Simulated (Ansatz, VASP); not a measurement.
# One calculation of AlN, two programs

```
Al N
1.0
     0.00000    2.16305    2.16305
     2.18490   -0.02185    2.18490
     2.18490    2.18490   -0.02185
Al N
1 1
Direct
  0.00000 0.00000 0.00000
  0.75000 0.75000 0.75000
```

Change from the starting cell: strain -0.0200 x Voigt [0, 0, 0, 1, 0, 0], atoms carried along.

Alike in both runs: task single point; functional r2SCAN; k mesh 10 × 10 × 10; occupations gaussian, width 0.05 eV; no spin polarisation.

|  | VASP | Ansatz |
| --- | --- | --- |
| version | VASP 6.6.1 | Ansatz 0.2.0 |
| potentials or method | VASP PAW PBE potentials, release 64 (Al, N), cutoff 520 eV | scalar-relativistic, plane waves, PAW |
| valence electrons in the cell | 8 | 8 |

```tsv
	VASP	Ansatz	Ansatz less VASP
gap on the k mesh at the Fermi level (eV)	3.87	3.88	+0.008
least direct gap on the mesh (eV)	4.82	4.78	-0.038
pressure (GPa)	-0.3	0.1	+0.39
traceless stress, the component that is largest in VASP (GPa)	4.74	4.69	-0.054
rms of the force components (eV/Å)	0.101	0.099	-0.0017
```

VASP's potentials were made for PBE, not for r2SCAN. Atom by atom the forces differ by 0.002 eV/Å (rms over components).
